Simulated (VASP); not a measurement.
Crystal: Sn.

```xyz
2
Lattice="0.0000 3.2456 3.2456 3.2456 0.0000 3.2456 3.2456 3.2456 0.0000" Properties=species:S:1:pos:R:3 pbc="T T T"
Sn    3.2456    3.2456    3.2456
Sn    4.8684    4.8684    4.8684
```

* Program: VASP 6.6.1
* Task: relaxation of cell and atoms
* Functional: PBEsol
* Potentials or basis: VASP PAW PBE potentials, release 64 (Sn_d)
* Cutoff: 600 eV
* k mesh: 12 × 12 × 12
* Occupations: gaussian, width 0.1 eV
* Spin: no spin polarisation

At the start: pressure 1.0 GPa; volume 34.19 Å³/atom.

Problem. How do energy, volume and symmetry change on relaxing?

Solution. Over 3 steps the energy falls by 2.2 meV/atom and the volume is 34.94 Å³/atom (+2.2 %); space group Fd-3m (No. 227, to 0.05 Å).

The path:
```csv
step,energy change (eV),largest force (eV/Å),pressure (GPa),volume (Å³)
1,0.0000,0.0000,0.96,68.38
2,-0.0039,0.0000,-0.31,70.42
3,-0.0044,0.0000,0.00,69.89
```

Final structure:
```xyz
2
Lattice="0.0000 3.2693 3.2693 3.2693 0.0000 3.2693 3.2693 3.2693 0.0000" Properties=species:S:1:pos:R:3 pbc="T T T"
Sn    3.2693    3.2693    3.2693
Sn    4.9040    4.9040    4.9040
```

Caveat: the PAW data sets were made with another functional, which shifts forces and pressure a little.
